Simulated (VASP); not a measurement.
# GaSb (I-4m2) in VASP: notebook

The runs below take GaSb through single point, with LDA.

Program: VASP 6.6.1. These are calculated values, not measurements. Logs are shortened: lines on timing, memory, paths and dates and some standing lists are left out, and cuts for length are marked.

**1. The cell of the first run**

It takes space group I-4m2 (No. 119, tetragonal). The conventional cell has a = 5.004 Å, b = 5.004 Å, c = 2.954 Å, α = 90.00°, β = 90.00°, γ = 90.00°. Ga (site symmetry -4m2) has 8 Sb at 2.61 to 3.34 Å and 2 Ga at 2.95 Å within 3.4 Å. Within 3.4 Å of Sb (site symmetry -4m2) lie 8 Ga at 2.61 to 3.34 Å and 2 Sb at 2.95 Å.

**2. Single point, LDA**

The input, INCAR:

```
SYSTEM = GaSb
  PREC = Accurate
  ENCUT = 520
  EDIFF = 1E-6
  ISMEAR = 0
  SIGMA = 0.15
  LREAL = .False.
  LASPH = .True.
  NELM = 80
  ALGO = Normal
  ISIF = 2
  LWAVE = .False.
  LCHARG = .False.
  NBANDS = 16
```

The input, KPOINTS:

```
regular mesh
0
Gamma
  16 16 16
  0 0 0
```

The input, POSCAR:

```
GaSb
1.0
   -2.5020000000      2.5020000000      1.4771000000
    2.5020000000     -2.5020000000      1.4771000000
    2.5020000000      2.5020000000     -1.4771000000
Ga Sb
1 1
Direct
    0.2500000000      0.7500000000      0.5000000000
    0.0000000000      0.0000000000      0.0000000000
```

Potentials or basis: VASP PAW LDA potentials, release 64 (Ga_d, Sb).

Command:

```bash
$ cat potpaw_LDA.64/Ga_d/POTCAR potpaw_LDA.64/Sb/POTCAR > POTCAR
$ mpirun -np 1 vasp_std > vasp.out
```

OUTCAR:

```text
SYSTEM = GaSb
   PREC = Accurate
   ENCUT = 520
   EDIFF = 1E-6
   ISMEAR = 0
   LREAL = .False.
   LASPH = .True.
   NELM = 80
   ISIF = 2

 ion  position               nearest neighbor table
   1  0.250  0.750  0.500-   2 2.61   2 2.61   2 2.61   2 2.61   2 3.34   2 3.34   2 3.34   2 3.34

   2  0.000  0.000  0.000-   1 2.61   1 2.61   1 2.61   1 2.61   1 3.34   1 3.34   1 3.34   1 3.34

  LATTYP: Found a body centered tetragonal cell.
 ALAT       =     5.0040000000
 C/A-ratio  =     0.5903677058

  Lattice vectors:

 A1 = (  -2.5020000000,   2.5020000000,   1.4771000000)
 A2 = (   2.5020000000,  -2.5020000000,   1.4771000000)
 A3 = (   2.5020000000,   2.5020000000,  -1.4771000000)

Analysis of symmetry for initial positions (statically):
=====================================================================
 Subroutine PRICEL returns:
 Original cell was already a primitive cell.

 Routine SETGRP: Setting up the symmetry group for a
 body centered tetragonal supercell.

 Subroutine GETGRP returns: Found  8 space group operations
 (whereof  8 operations were pure point group operations)
 out of a pool of 16 trial point group operations.

The static configuration has the point symmetry D_2d.

Analysis of symmetry for dynamics (positions and initial velocities):
=====================================================================
 Subroutine PRICEL returns:
 Original cell was already a primitive cell.

 Routine SETGRP: Setting up the symmetry group for a
 body centered tetragonal supercell.

 Subroutine GETGRP returns: Found  8 space group operations
 (whereof  8 operations were pure point group operations)
 out of a pool of 16 trial point group operations.

The dynamic configuration has the point symmetry D_2d.

 Subroutine INISYM returns: Found  8 space group operations
 (whereof  8 operations are pure point group operations),
 and found     1 'primitive' translations

----------------------------------------------------------------------------------------

                                     Primitive cell

  volume of cell :      36.9866

  direct lattice vectors                    reciprocal lattice vectors
    -2.502000000  2.502000000  1.477100000     0.000000000  0.199840128  0.338501117
     2.502000000 -2.502000000  1.477100000     0.199840128  0.000000000  0.338501117
     2.502000000  2.502000000 -1.477100000     0.199840128  0.199840128  0.000000000

  length of vectors
     3.834296860  3.834296860  3.834296860     0.393089154  0.393089154  0.282616619

  position of ions in fractional coordinates (direct lattice)
     0.250000000  0.750000000  0.500000000
     0.000000000  0.000000000  0.000000000

  ion indices of the primitive-cell ions
   primitive index   ion index
                 1           1
                 2           2

----------------------------------------------------------------------------------------

 KPOINTS: regular mesh

Automatic generation of k-mesh.
 Grid dimensions read from file:
 generate k-points for:   16   16   16

 Generating k-lattice:

  Cartesian coordinates                     Fractional coordinates (reciprocal lattice)
     0.000000000  0.012490008  0.021156320     0.062500000  0.000000000  0.000000000
     0.012490008  0.000000000  0.021156320     0.000000000  0.062500000  0.000000000
     0.012490008  0.012490008  0.000000000     0.000000000  0.000000000  0.062500000

  Length of vectors
     0.024568072  0.024568072  0.017663539

  Shift w.r.t. Gamma in fractional coordinates (k-lattice)
     0.000000000  0.000000000  0.000000000

 Subroutine IBZKPT returns following result:
 ===========================================

 Found    349 irreducible k-points:

 Following reciprocal coordinates:
            Coordinates               Weight
  0.000000  0.000000  0.000000      1.000000
  0.062500  0.000000  0.000000      8.000000
  0.125000  0.000000  0.000000      8.000000
  0.187500  0.000000  0.000000      8.000000
  0.250000  0.000000  0.000000      8.000000
  0.312500  0.000000  0.000000      8.000000
[... 16 lines left out ...]
 -0.125000  0.062500  0.000000     16.000000
 -0.062500  0.062500  0.000000      4.000000
 [... further k-points ...]
   k-points           NKPTS =    349   k-points in BZ     NKDIM =    349   number of bands    NBANDS=     16
   number of dos      NEDOS =    301   number of ions     NIONS =      2
   total plane-waves  NPLWV =  27000
   dimension x,y,z NGX =    30 NGY =   30 NGZ =   30
   dimension x,y,z NGXF=    60 NGYF=   60 NGZF=   60
   ions per type =               1   1
   NGX,Y,Z   is equivalent  to a cutoff of  13.01, 13.01, 13.01 a.u.
   NGXF,Y,Z  is equivalent  to a cutoff of  26.01, 26.01, 26.01 a.u.
 SYSTEM =  GaSb
   PREC   = accura    normal or accurate (medium, high low for compatibility)
   ISTART =      0    job   : 0-new  1-cont  2-samecut
   ICHARG =      2    charge: 1-file 2-atom 10-const
   ISPIN  =      1    spin polarized calculation?
   LNONCOLLINEAR =      F non collinear calculations
   LSORBIT =      F    spin-orbit coupling
   LASPH  =      T    aspherical Exc in radial PAW
   ENCUT  =  520.0 eV  38.22 Ry    6.18 a.u.   7.13  7.13  7.13*2*pi/ulx,y,z
   NELM   =     80;   NELMIN=  2; NELMDL= -5     # of ELM steps
   EDIFF  = 0.1E-05   stopping-criterion for ELM
   LREAL  =      F    real-space projection
   EDIFFG = 0.1E-04   stopping-criterion for IOM
   NSW    =      0    number of steps for IOM
   IBRION =     -1    ionic relax: 0-MD 1-quasi-New 2-CG
   NFREE  =      0    steps in history (QN), initial steepest desc. (CG)
   ISIF   =      2    stress and relaxation
   ISYM   =      2    0-nonsym 1-usesym 2-fastsym
   POTIM  = 0.5000    time-step for ionic-motion
   TEBEG  =    0.0;   TEEND  =   0.0 temperature during run
   PSTRESS=    0.0 pullay stress
   NELECT =      18.0000    total number of electrons
   NUPDOWN=      -1.0000    fix difference up-down
   EMIN   =  10.00;   EMAX   =-10.00  energy-range for DOS
   EFERMI =   0.00;   METHOD = LEGACY
   ISMEAR =     0;   SIGMA  =   0.15  broadening in eV -4-tet -1-fermi 0-gaus
   EFERMI_NEDOS =   21; number of points for ismear=-14 and -15
   IALGO  =     38    algorithm
   IMIX   =      4    mixing-type and parameters
     AMIX     =   0.40;   BMIX     =  1.00
     AMIX_MAG =   1.60;   BMIX_MAG =  1.00
  volume/ion in A,a.u.               =      18.49       124.80
  Fermi-wavevector in a.u.,A,eV,Ry     =   1.287708  2.433416 22.561081  1.658193
  Thomas-Fermi vector in A             =   2.419706
   LORBIT       =      0    0 simple, 1 ext, 2 COOP (PROOUT), +10 PAW based schemes
   GGA     = CA    functional components
   LHFCALC =     F    Hartree Fock is set to
   AEXX    =    0.0000 exact exchange contribution
   IVDW    =     0    specifies the selected vdW correction
   LEPSILON=     F    determine dielectric tensor
   LRPA    =     F    only Hartree local field effects (RPA)
 non-spin polarized calculation
 Gauss-broadening in eV      SIGMA  =   0.15
  energy-cutoff  :      520.00
  volume of cell :       36.99
 maximum number of plane-waves:      1026
 NGX is ok and might be reduce to    30
   NGX = 15   NGY = 15   NGZ = 15

 number of electron      18.0000002 magnetization

 Free energy of the ion-electron system (eV)
  ---------------------------------------------------
  ext. energy  EPLUGINS =         0.00000000
  ---------------------------------------------------
  free energy    TOTEN  =        -7.97606995 eV

  energy without entropy =       -7.96891878  energy(sigma->0) =       -7.97249437

 E-fermi :   9.8380     XC(G=0): -11.7159

 val. band max:        9.8336701036   @ k =  -0.2500  -0.2500   0.0625
 cond. band min:       9.8501718482   @ k =  -0.4375   0.0625  -0.0000
 fundamental gap:      0.0165017446
 Fermi energy:         9.8379770381

 k-point     1 :       0.0000    0.0000    0.0000
  band No.  band energies     occupation
      1      -5.7040      2.00000
      2      -5.5806      2.00000
      3      -5.5789      2.00000
      4      -5.4898      2.00000
      5      -5.4898      2.00000
      6      -4.3833      2.00000
[... 8 lines left out ...]
     15      20.5937      0.00000
     16      21.4349      0.00000

 k-point     2 :       0.0625    0.0000    0.0000
  band No.  band energies     occupation
      1      -5.6945      2.00000
      2      -5.5806      2.00000
      3      -5.5788      2.00000
      4      -5.4940      2.00000
      5      -5.4940      2.00000
      6      -4.2905      2.00000
[... 8 lines left out ...]
     15      20.3029      0.00000
     16      20.6050      0.00000

 k-point     3 :       0.1250    0.0000    0.0000
  band No.  band energies     occupation
      1      -5.6682      2.00000
      2      -5.5852      2.00000
      3      -5.5740      2.00000
      4      -5.5058      2.00000
      5      -5.5055      2.00000
      6      -4.0114      2.00000
[... 8 lines left out ...]
     15      19.3471      0.00000
     16      20.4163      0.00000

 k-point     4 :       0.1875    0.0000    0.0000
  band No.  band energies     occupation
      1      -5.6334      2.00000
      2      -5.5900      2.00000
      3      -5.5683      2.00000
      4      -5.5219      2.00000
      5      -5.5211      2.00000
      6      -3.5454      2.00000
[... 8 lines left out ...]
     15      18.5783      0.00000
     16      20.7539      0.00000

 k-point     5 :       0.2500    0.0000    0.0000
  band No.  band energies     occupation
      1      -5.6188      2.00000
      2      -5.5789      2.00000
      3      -5.5689      2.00000
      4      -5.5319      2.00000
      5      -5.5315      2.00000
      6      -2.8943      2.00000
[... 8 lines left out ...]
     15      17.9825      0.00000
     16      21.3643      0.00000

 k-point     6 :       0.3125    0.0000    0.0000
  band No.  band energies     occupation
      1      -5.6295      2.00000
      2      -5.5822      2.00000
      3      -5.5744      2.00000
      4      -5.5300      2.00000
      5      -5.5090      2.00000
      6      -2.0646      2.00000
[... 8 lines left out ...]
     15      17.5926      0.00000
     16      22.1570      0.00000

 k-point     7 :       0.3750    0.0000    0.0000
  band No.  band energies     occupation
      1      -5.6432      2.00000
      2      -5.5984      2.00000
      3      -5.5818      2.00000
      4      -5.5232      2.00000
      5      -5.4735      2.00000
      6      -1.0741      2.00000
[... 8 lines left out ...]
     15      18.4346      0.00000
     16      23.0638      0.00000

 k-point     8 :       0.4375   -0.0000    0.0000
  band No.  band energies     occupation
      1      -5.6536      2.00000
      2      -5.6100      2.00000
      3      -5.5873      2.00000
      4      -5.5178      2.00000
      5      -5.4477      2.00000
      6       0.0104      2.00000
[... 8 lines left out ...]
     15      20.0407      0.00000
     16      22.7905      0.00000

 k-point     9 :       0.5000    0.0000    0.0000
  band No.  band energies     occupation
      1      -5.6574      2.00000
      2      -5.6142      2.00000
      3      -5.5892      2.00000
      4      -5.5158      2.00000
      5      -5.4385      2.00000
      6       0.7200      2.00000
[... 8 lines left out ...]
     15      21.6468      0.00000
     16      21.8434      0.00000
[... 172 lines left out ...]
 k-point    19 :      -0.3750    0.0625    0.0000
  band No.  band energies     occupation
      1      -5.6377      2.00000
      2      -5.5844      2.00000
      3      -5.5724      2.00000
      4      -5.5264      2.00000
      5      -5.5033      2.00000
      6      -1.7975      2.00000
[... 8 lines left out ...]
     15      18.2440      0.00000
     16      21.8097      0.00000

 k-point    20 :      -0.3125    0.0625    0.0000
  band No.  band energies     occupation
      1      -5.6266      2.00000
      2      -5.5778      2.00000
      3      -5.5686      2.00000
      4      -5.5313      2.00000
      5      -5.5239      2.00000
      6      -2.6689      2.00000
[... 8 lines left out ...]
     15      18.3032      0.00000
     16      21.0381      0.00000

 k-point    21 :      -0.2500    0.0625    0.0000
  band No.  band energies     occupation
      1      -5.6312      2.00000
      2      -5.5950      2.00000
      3      -5.5670      2.00000
      4      -5.5218      2.00000
      5      -5.5169      2.00000
      6      -3.3653      2.00000
[... 8 lines left out ...]
     15      18.7992      0.00000
     16      20.4522      0.00000

 k-point    22 :      -0.1875    0.0625    0.0000
  band No.  band energies     occupation
      1      -5.6623      2.00000
      2      -5.5916      2.00000
      3      -5.5719      2.00000
      4      -5.5064      2.00000
      5      -5.5027      2.00000
      6      -3.8778      2.00000
[... 8 lines left out ...]
     15      19.4426      0.00000
     16      20.1951      0.00000

 k-point    23 :      -0.1250    0.0625    0.0000
  band No.  band energies     occupation
      1      -5.6892      2.00000
      2      -5.5851      2.00000
      3      -5.5771      2.00000
      4      -5.4946      2.00000
      5      -5.4920      2.00000
      6      -4.2028      2.00000
[... 8 lines left out ...]
     15      20.1627      0.00000
     16      20.5125      0.00000

 k-point    24 :      -0.0625    0.0625    0.0000
  band No.  band energies     occupation
      1      -5.7011      2.00000
      2      -5.5812      2.00000
      3      -5.5797      2.00000
      4      -5.4902      2.00000
      5      -5.4888      2.00000
      6      -4.3398      2.00000
[... 8 lines left out ...]
     15      20.3610      0.00000
     16      21.3419      0.00000

 [... further k-points ...]

------------------------ aborting loop because EDIFF is reached ----------------------------------------

  FORCE on cell =-STRESS in cart. coord.  units (eV):
  Direction    XX          YY          ZZ          XY          YZ          ZX
  --------------------------------------------------------------------------------------
  -------------------------------------------------------------------------------------
  Total        5.0602212      5.0602212      3.5556948      0.0000000      0.0000000      0.0000000
  in kB      219.1974925    219.1974925    154.0247657      0.0000000      0.0000000      0.0000000
  external PRESSURE =     197.4732503 kB  Pullay stress =       0.0000000 kB

 VOLUME and BASIS-vectors are now :
 -----------------------------------------------------------------------------
  energy-cutoff  :      520.00
  volume of cell :       36.99
      direct lattice vectors                 reciprocal lattice vectors
    -2.502000000  2.502000000  1.477100000     0.000000000  0.199840128  0.338501117
     2.502000000 -2.502000000  1.477100000     0.199840128  0.000000000  0.338501117
     2.502000000  2.502000000 -1.477100000     0.199840128  0.199840128  0.000000000

 POSITION                                       TOTAL-FORCE (eV/Angst)
 -----------------------------------------------------------------------------------
      2.50200      0.00000      0.73855        -0.000000      0.000000      0.000000
      0.00000      0.00000      0.00000         0.000000     -0.000000     -0.000000
 -----------------------------------------------------------------------------------
    total drift:                                0.000000     -0.000000      0.000000

  FREE ENERGIE OF THE ION-ELECTRON SYSTEM (eV)
  ---------------------------------------------------
  free  energy   TOTEN  =        -7.9760699466 eV

  energy  without entropy=       -7.9689187846  energy(sigma->0) =       -7.97249437
```

It took 2.5 min on 1 thread of Intel Xeon 6975P-C, shared host; peak memory 0.33 GiB.

Results:

- Free energy: -7.9761 eV
- Pressure: 19.7 GPa
- Band gap on the k mesh: zero (band 9 reaches 12.45 eV, above the bottom of band 10 at 5.90 eV)

Levels at points of the mesh, in eV from the Fermi level:
```csv
k point,band 6,band 7,band 8,band 9,band 10,band 11,band 12,band 13
"(0.00, 0.00, 0.00)",-14.22,-2.50,-2.50,-1.86,3.06,6.40,8.56,8.70
"(0.50, 0.00, 0.00)",-9.12,-7.20,-2.63,-2.22,-1.47,1.94,3.98,6.33
"(0.50, 0.50, 0.00)",-12.06,-9.89,0.19,1.82,3.02,3.10,5.31,6.78
"(0.50, 0.50, 0.50)",-9.93,-6.73,-6.70,-6.70,3.71,4.92,13.48,13.48
```

Caveat: spin-orbit coupling is left out, which moves the levels of the heavy elements.

(Continued in part 2 of 2.)
